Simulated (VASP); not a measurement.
# CaO (P6_3/mmc) in VASP: notebook

The runs below take CaO through single point, with PBE, r2SCAN.

All numbers are computed with VASP 6.6.1; they aren't measurements. Logs are shortened: lines on timing, memory, paths and dates and some standing lists are left out, and cuts for length are marked.

### 1 The cell of the first run

The structure is hexagonal, space group P6_3/mmc (No. 194). Conventional cell: a = 3.981 Å, b = 3.981 Å, c = 4.770 Å, α = 90.00°, β = 90.00°, γ = 120.00°. Within 3.0 Å of Ca (site symmetry -6m2) lie 5 O at 2.30 to 2.39 Å. O (site symmetry -6m2) has 5 Ca at 2.30 to 2.39 Å within 3.0 Å.

### 2 Single point, PBE

File INCAR:

```
  ALGO = Normal
  EDIFF = 1E-6
  ENCUT = 520
  GGA = PE
  ISIF = 2
  ISMEAR = 0
  LASPH = T
  LCHARG = F
  LREAL = F
  LWAVE = F
  NBANDS = 24
  NELM = 80
  PREC = Accurate
  SIGMA = 0.01
```

File KPOINTS:

```
k-points
0
Gamma
  6 6 4
```

File POSCAR:

```
CaO
1.0
    3.9810268818      0.0000000000      0.0000000000
   -1.9905134409      3.4476704128      0.0000000000
    0.0000000000      0.0000000000      4.7701152067
Ca O
2 2
Direct
    0.3333333333      0.6666666667      0.2500000000
    0.6666666667      0.3333333333      0.7500000000
    0.6666666667      0.3333333333      0.2500000000
    0.3333333333      0.6666666667      0.7500000000
```

Potentials or basis: VASP PAW PBE potentials, release 64 (Ca_sv, O).

The run is started by

```console
cat potpaw_PBE.64/Ca_sv/POTCAR potpaw_PBE.64/O/POTCAR > POTCAR
mpirun -np 1 vasp_std > vasp.out
```

OUTCAR:

```text
EDIFF = 1E-6
   ENCUT = 520
   GGA = PE
   ISIF = 2
   ISMEAR = 0
   LASPH = T
   LREAL = F
   NELM = 80
   PREC = Accurate

 ion  position               nearest neighbor table
   1  0.333  0.667  0.250-   3 2.30   3 2.30   3 2.30   4 2.39   4 2.39
   2  0.667  0.333  0.750-   4 2.30   4 2.30   4 2.30   3 2.39   3 2.39
   3  0.667  0.333  0.250-   1 2.30   1 2.30   1 2.30   2 2.39   2 2.39
   4  0.333  0.667  0.750-   2 2.30   2 2.30   2 2.30   1 2.39   1 2.39

  LATTYP: Found a hexagonal cell.
 ALAT       =     3.9810268818
 C/A-ratio  =     1.1982122574

  Lattice vectors:

 A1 = (   3.9810268818,   0.0000000000,   0.0000000000)
 A2 = (  -1.9905134409,   3.4476704128,   0.0000000000)
 A3 = (   0.0000000000,   0.0000000000,   4.7701152067)

Analysis of symmetry for initial positions (statically):
=====================================================================
 Subroutine PRICEL returns:
 Original cell was already a primitive cell.

 Routine SETGRP: Setting up the symmetry group for a
 hexagonal supercell.

 Subroutine GETGRP returns: Found 24 space group operations
 (whereof 12 operations were pure point group operations)
 out of a pool of 24 trial point group operations.

The static configuration has the point symmetry D_3d.
 The point group associated with its full space group is D_6h.

Analysis of symmetry for dynamics (positions and initial velocities):
=====================================================================
 Subroutine PRICEL returns:
 Original cell was already a primitive cell.

 Routine SETGRP: Setting up the symmetry group for a
 hexagonal supercell.

 Subroutine GETGRP returns: Found 24 space group operations
 (whereof 12 operations were pure point group operations)
 out of a pool of 24 trial point group operations.

The dynamic configuration has the point symmetry D_3d.
 The point group associated with its full space group is D_6h.

 Subroutine INISYM returns: Found 24 space group operations
 (whereof 12 operations are pure point group operations),
 and found     1 'primitive' translations

----------------------------------------------------------------------------------------

                                     Primitive cell

  volume of cell :      65.4711

  direct lattice vectors                    reciprocal lattice vectors
     3.981026882  0.000000000  0.000000000     0.251191471  0.145025464  0.000000000
    -1.990513441  3.447670413  0.000000000     0.000000000  0.290050927  0.000000000
     0.000000000  0.000000000  4.770115207     0.000000000  0.000000000  0.209638543

  length of vectors
     3.981026882  3.981026882  4.770115207     0.290050927  0.290050927  0.209638543

  position of ions in fractional coordinates (direct lattice)
     0.333333333  0.666666667  0.250000000
     0.666666667  0.333333333  0.750000000
     0.666666667  0.333333333  0.250000000
     0.333333333  0.666666667  0.750000000

  ion indices of the primitive-cell ions
   primitive index   ion index
                 1           1
                 2           2
                 3           3
                 4           4

----------------------------------------------------------------------------------------

 KPOINTS: k-points

Automatic generation of k-mesh.
 Grid dimensions read from file:
 generate k-points for:    6    6    4

 Generating k-lattice:

  Cartesian coordinates                     Fractional coordinates (reciprocal lattice)
     0.041865245  0.024170911  0.000000000     0.166666667 -0.000000000  0.000000000
     0.000000000  0.048341821  0.000000000     0.000000000  0.166666667  0.000000000
     0.000000000  0.000000000  0.052409636     0.000000000  0.000000000  0.250000000

  Length of vectors
     0.048341821  0.048341821  0.052409636

  Shift w.r.t. Gamma in fractional coordinates (k-lattice)
     0.000000000  0.000000000  0.000000000

 Subroutine IBZKPT returns following result:
 ===========================================

 Found     21 irreducible k-points:

 Following reciprocal coordinates:
            Coordinates               Weight
  0.000000  0.000000  0.000000      1.000000
  0.166667  0.000000  0.000000      6.000000
  0.333333 -0.000000  0.000000      6.000000
  0.500000 -0.000000  0.000000      3.000000
  0.166667  0.166667  0.000000      6.000000
  0.333333  0.166667  0.000000     12.000000
[... 13 lines left out ...]
  0.333333  0.166667  0.500000     12.000000
  0.333333  0.333333  0.500000      2.000000
   k-points           NKPTS =     21   k-points in BZ     NKDIM =     21   number of bands    NBANDS=     24
   number of dos      NEDOS =    301   number of ions     NIONS =      4
   total plane-waves  NPLWV =  32400
   dimension x,y,z NGX =    30 NGY =   30 NGZ =   36
   dimension x,y,z NGXF=    60 NGYF=   60 NGZF=   72
   ions per type =               2   2
   NGX,Y,Z   is equivalent  to a cutoff of  12.53, 12.53, 12.55 a.u.
   NGXF,Y,Z  is equivalent  to a cutoff of  25.06, 25.06, 25.09 a.u.
 SYSTEM =  unknown system
   PREC   = accura    normal or accurate (medium, high low for compatibility)
   ISTART =      0    job   : 0-new  1-cont  2-samecut
   ICHARG =      2    charge: 1-file 2-atom 10-const
   ISPIN  =      1    spin polarized calculation?
   LNONCOLLINEAR =      F non collinear calculations
   LSORBIT =      F    spin-orbit coupling
   LASPH  =      T    aspherical Exc in radial PAW
   ENCUT  =  520.0 eV  38.22 Ry    6.18 a.u.   7.40  7.40  8.87*2*pi/ulx,y,z
   NELM   =     80;   NELMIN=  2; NELMDL= -5     # of ELM steps
   EDIFF  = 0.1E-05   stopping-criterion for ELM
   LREAL  =      F    real-space projection
   EDIFFG = 0.1E-04   stopping-criterion for IOM
   NSW    =      0    number of steps for IOM
   IBRION =     -1    ionic relax: 0-MD 1-quasi-New 2-CG
   NFREE  =      0    steps in history (QN), initial steepest desc. (CG)
   ISIF   =      2    stress and relaxation
   ISYM   =      2    0-nonsym 1-usesym 2-fastsym
   POTIM  = 0.5000    time-step for ionic-motion
   TEBEG  =    0.0;   TEEND  =   0.0 temperature during run
   PSTRESS=    0.0 pullay stress
   NELECT =      32.0000    total number of electrons
   NUPDOWN=      -1.0000    fix difference up-down
   EMIN   =  10.00;   EMAX   =-10.00  energy-range for DOS
   EFERMI =   0.00;   METHOD = LEGACY
   ISMEAR =     0;   SIGMA  =   0.01  broadening in eV -4-tet -1-fermi 0-gaus
   EFERMI_NEDOS =   21; number of points for ismear=-14 and -15
   IALGO  =     38    algorithm
   IMIX   =      4    mixing-type and parameters
     AMIX     =   0.40;   BMIX     =  1.00
     AMIX_MAG =   1.60;   BMIX_MAG =  1.00
  volume/ion in A,a.u.               =      16.37       110.46
  Fermi-wavevector in a.u.,A,eV,Ry     =   1.289560  2.436915 22.626015  1.662965
  Thomas-Fermi vector in A             =   2.421445
   LORBIT       =      0    0 simple, 1 ext, 2 COOP (PROOUT), +10 PAW based schemes
   GGA     = PE    functional components
   LHFCALC =     F    Hartree Fock is set to
   AEXX    =    0.0000 exact exchange contribution
   IVDW    =     0    specifies the selected vdW correction
   LEPSILON=     F    determine dielectric tensor
   LRPA    =     F    only Hartree local field effects (RPA)
 non-spin polarized calculation
 Gauss-broadening in eV      SIGMA  =   0.01
  energy-cutoff  :      520.00
  volume of cell :       65.47
 maximum number of plane-waves:      1811
 NGX is ok and might be reduce to    30
   NGX = 15   NGY = 15   NGZ = 17

 number of electron      31.9999988 magnetization

 Free energy of the ion-electron system (eV)
  ---------------------------------------------------
  ext. energy  EPLUGINS =         0.00000000
  ---------------------------------------------------
  free energy    TOTEN  =       -25.33785071 eV

  energy without entropy =      -25.33785071  energy(sigma->0) =      -25.33785071

 E-fermi :   1.4330     XC(G=0):  -9.4331

 val. band max:        1.3886311821   @ k =   0.0000   0.0000   0.0000
 cond. band min:       4.5783914681   @ k =   0.0000   0.0000   0.0000
 fundamental gap:      3.1897602860
 Fermi energy:         1.4329559801

 k-point     1 :       0.0000    0.0000    0.0000
  band No.  band energies     occupation
      1     -36.2316      2.00000
      2     -36.0960      2.00000
      3     -17.5801      2.00000
      4     -17.3317      2.00000
      5     -17.3317      2.00000
      6     -17.1302      2.00000
[... 16 lines left out ...]
     23       9.9070      0.00000
     24       9.9901      0.00000

 k-point     2 :       0.1667    0.0000    0.0000
  band No.  band energies     occupation
      1     -36.2203      2.00000
      2     -36.1006      2.00000
      3     -17.5424      2.00000
      4     -17.4473      2.00000
      5     -17.3549      2.00000
      6     -17.2706      2.00000
[... 16 lines left out ...]
     23       9.5394      0.00000
     24       9.7966      0.00000

 k-point     3 :       0.3333   -0.0000    0.0000
  band No.  band energies     occupation
      1     -36.1929      2.00000
      2     -36.1146      2.00000
      3     -17.6590      2.00000
      4     -17.5106      2.00000
      5     -17.4468      2.00000
      6     -17.3974      2.00000
[... 16 lines left out ...]
     23       9.6396      0.00000
     24       9.8115      0.00000
[... 433 lines left out ...]
 k-point    20 :       0.3333    0.1667    0.5000
  band No.  band energies     occupation
      1     -36.1492      2.00000
      2     -36.1492      2.00000
      3     -18.0093      2.00000
      4     -18.0093      2.00000
      5     -17.3000      2.00000
      6     -17.3000      2.00000
[... 16 lines left out ...]
     23       9.9575      0.00000
     24       9.9575      0.00000

 k-point    21 :       0.3333    0.3333    0.5000
  band No.  band energies     occupation
      1     -36.1475      2.00000
      2     -36.1475      2.00000
      3     -18.0429      2.00000
      4     -18.0429      2.00000
      5     -17.3311      2.00000
      6     -17.3311      2.00000
[... 16 lines left out ...]
     23       9.9594      0.00000
     24       9.9594      0.00000

------------------------ aborting loop because EDIFF is reached ----------------------------------------

  FORCE on cell =-STRESS in cart. coord.  units (eV):
  Direction    XX          YY          ZZ          XY          YZ          ZX
  --------------------------------------------------------------------------------------
  -------------------------------------------------------------------------------------
  Total        0.8582951      0.8582951      1.0715031     -0.0000000      0.0000000      0.0000000
  in kB       21.0037812     21.0037812     26.2213052     -0.0000000      0.0000000      0.0000000
  external PRESSURE =      22.7429558 kB  Pullay stress =       0.0000000 kB

 VOLUME and BASIS-vectors are now :
 -----------------------------------------------------------------------------
  energy-cutoff  :      520.00
  volume of cell :       65.47
      direct lattice vectors                 reciprocal lattice vectors
     3.981026882  0.000000000  0.000000000     0.251191471  0.145025464  0.000000000
    -1.990513441  3.447670413  0.000000000     0.000000000  0.290050927  0.000000000
     0.000000000  0.000000000  4.770115207     0.000000000  0.000000000  0.209638543

 POSITION                                       TOTAL-FORCE (eV/Angst)
 -----------------------------------------------------------------------------------
     -0.00000      2.29845      1.19253         0.000000     -0.000000      0.000000
      1.99051      1.14922      3.57759        -0.000000      0.000000      0.000000
      1.99051      1.14922      1.19253         0.000000     -0.000000      0.000000
     -0.00000      2.29845      3.57759        -0.000000      0.000000      0.000000
 -----------------------------------------------------------------------------------
    total drift:                                0.000000     -0.000000      0.000000

  FREE ENERGIE OF THE ION-ELECTRON SYSTEM (eV)
  ---------------------------------------------------
  free  energy   TOTEN  =       -25.3378507058 eV

  energy  without entropy=      -25.3378507058  energy(sigma->0) =      -25.33785071
```

Wall time 33 s (1 thread of Intel Xeon Platinum 8375C at 2.90GHz (Ice Lake), shared host); peak memory 0.19 GiB.

What came out:

* Free energy: -25.3379 eV
* Pressure: 2.3 GPa
* Band gap on the k mesh: 3.19 eV

### 3 Single point, r2SCAN

POSCAR is that of step 2.

File INCAR.step1:

```
PREC = Accurate
ENCUT = 520
ISMEAR = 0
SIGMA = 0.01
LREAL = F
LASPH = T
NELM = 100
NBANDS = 24
GGA = PE
ALGO = Normal
EDIFF = 1E-4
LWAVE = T
LCHARG = F
```

File INCAR.step2:

```
PREC = Accurate
ENCUT = 520
EDIFF = 1E-6
ISMEAR = 0
SIGMA = 0.01
LREAL = F
LASPH = T
NELM = 100
ALGO = Normal
ISIF = 2
LWAVE = F
LCHARG = F
METAGGA = R2SCAN
LMIXTAU = T
NBANDS = 24
ISTART = 1
```

File KPOINTS:

```
Automatic mesh
0
Gamma
  6 6 4
```

Potentials or basis: VASP PAW PBE potentials, release 64 (Ca_sv, O).

The run is started by

```console
cat potpaw_PBE.64/Ca_sv/POTCAR potpaw_PBE.64/O/POTCAR > POTCAR
cp INCAR.step1 INCAR
mpirun -np 1 vasp_std > vasp.out
cp INCAR.step2 INCAR
mpirun -np 1 vasp_std > vasp.out
```

OUTCAR:

```text
PREC = Accurate
   ENCUT = 520
   EDIFF = 1E-6
   ISMEAR = 0
   LREAL = F
   LASPH = T
   NELM = 100
   ISIF = 2
   METAGGA = R2SCAN
   ISTART = 1

 ion  position               nearest neighbor table
   1  0.333  0.667  0.250-   3 2.30   3 2.30   3 2.30   4 2.39   4 2.39
   2  0.667  0.333  0.750-   4 2.30   4 2.30   4 2.30   3 2.39   3 2.39
   3  0.667  0.333  0.250-   1 2.30   1 2.30   1 2.30   2 2.39   2 2.39
   4  0.333  0.667  0.750-   2 2.30   2 2.30   2 2.30   1 2.39   1 2.39

  LATTYP: Found a hexagonal cell.
 ALAT       =     3.9810268818
 C/A-ratio  =     1.1982122574

  Lattice vectors:

 A1 = (   3.9810268818,   0.0000000000,   0.0000000000)
 A2 = (  -1.9905134409,   3.4476704128,   0.0000000000)
 A3 = (   0.0000000000,   0.0000000000,   4.7701152067)

Analysis of symmetry for initial positions (statically):
=====================================================================
 Subroutine PRICEL returns:
 Original cell was already a primitive cell.

 Routine SETGRP: Setting up the symmetry group for a
 hexagonal supercell.

 Subroutine GETGRP returns: Found 24 space group operations
 (whereof 12 operations were pure point group operations)
 out of a pool of 24 trial point group operations.

The static configuration has the point symmetry D_3d.
 The point group associated with its full space group is D_6h.

Analysis of symmetry for dynamics (positions and initial velocities):
=====================================================================
 Subroutine PRICEL returns:
 Original cell was already a primitive cell.

 Routine SETGRP: Setting up the symmetry group for a
 hexagonal supercell.

 Subroutine GETGRP returns: Found 24 space group operations
 (whereof 12 operations were pure point group operations)
[... 118 lines left out ...]
   ISMEAR =     0;   SIGMA  =   0.01  broadening in eV -4-tet -1-fermi 0-gaus
   EFERMI_NEDOS =   21; number of points for ismear=-14 and -15
   IALGO  =     38    algorithm
   IMIX   =      4    mixing-type and parameters
     AMIX     =   0.40;   BMIX     =  1.00
     AMIX_MAG =   1.60;   BMIX_MAG =  1.00
  volume/ion in A,a.u.               =      16.37       110.46
  Fermi-wavevector in a.u.,A,eV,Ry     =   1.289560  2.436915 22.626015  1.662965
  Thomas-Fermi vector in A             =   2.421445
   LORBIT       =      0    0 simple, 1 ext, 2 COOP (PROOUT), +10 PAW based schemes
   METAGGA = R2SCAN    functional components
   LHFCALC =     F    Hartree Fock is set to
   AEXX    =    0.0000 exact exchange contribution
   IVDW    =     0    specifies the selected vdW correction
   LEPSILON=     F    determine dielectric tensor
   LRPA    =     F    only Hartree local field effects (RPA)
 non-spin polarized calculation
 Gauss-broadening in eV      SIGMA  =   0.01
  energy-cutoff  :      520.00
  volume of cell :       65.47
 maximum number of plane-waves:      1811
 NGX is ok and might be reduce to    30
   NGX = 15   NGY = 15   NGZ = 17

 number of electron      31.9999988 magnetization

 Free energy of the ion-electron system (eV)
  ---------------------------------------------------
  ext. energy  EPLUGINS =         0.00000000
  ---------------------------------------------------
  free energy    TOTEN  =       -38.48700200 eV

  energy without entropy =      -38.48700200  energy(sigma->0) =      -38.48700200

 E-fermi :   1.2101     XC(G=0):  -9.9990

 val. band max:        1.0430545547   @ k =   0.0000   0.0000   0.0000
 cond. band min:       4.6539037783   @ k =   0.0000   0.0000   0.0000
 fundamental gap:      3.6108492236
 Fermi energy:         1.2101123068

 k-point     1 :       0.0000    0.0000    0.0000
  band No.  band energies     occupation
      1     -37.9817      2.00000
      2     -37.8475      2.00000
      3     -18.4520      2.00000
      4     -18.2023      2.00000
      5     -18.2022      2.00000
      6     -18.0023      2.00000
[... 556 lines left out ...]
     23      10.3407      0.00000
     24      10.3407      0.00000

------------------------ aborting loop because EDIFF is reached ----------------------------------------

  FORCE on cell =-STRESS in cart. coord.  units (eV):
  Direction    XX          YY          ZZ          XY          YZ          ZX
  --------------------------------------------------------------------------------------
  -------------------------------------------------------------------------------------
  Total        0.4115349      0.4115349      0.3837832      0.0000000      0.0000000      0.0000000
  in kB       10.0708824     10.0708824      9.3917553      0.0000000      0.0000000      0.0000000
  external PRESSURE =       9.8445067 kB  Pullay stress =       0.0000000 kB

 VOLUME and BASIS-vectors are now :
 -----------------------------------------------------------------------------
  energy-cutoff  :      520.00
  volume of cell :       65.47
      direct lattice vectors                 reciprocal lattice vectors
     3.981026882  0.000000000  0.000000000     0.251191471  0.145025464  0.000000000
    -1.990513441  3.447670413  0.000000000     0.000000000  0.290050927  0.000000000
     0.000000000  0.000000000  4.770115207     0.000000000  0.000000000  0.209638543

 POSITION                                       TOTAL-FORCE (eV/Angst)
 -----------------------------------------------------------------------------------
     -0.00000      2.29845      1.19253        -0.000000      0.000000      0.000000
      1.99051      1.14922      3.57759         0.000000     -0.000000      0.000000
      1.99051      1.14922      1.19253        -0.000000      0.000000      0.000000
     -0.00000      2.29845      3.57759         0.000000     -0.000000      0.000000
 -----------------------------------------------------------------------------------
    total drift:                                0.000000     -0.000000      0.000000

  FREE ENERGIE OF THE ION-ELECTRON SYSTEM (eV)
  ---------------------------------------------------
  free  energy   TOTEN  =       -38.4870019966 eV

  energy  without entropy=      -38.4870019966  energy(sigma->0) =      -38.48700200
```

It took 97 s on 1 thread of Intel Xeon Platinum 8375C at 2.90GHz (Ice Lake), shared host; peak memory 0.19 GiB.

What came out:

```
Free energy            : -38.4870 eV
Pressure               : 1.0 GPa
Band gap on the k mesh : 3.61 eV
```

Caveat: the PAW data sets were made with another functional, which shifts forces and pressure a little.
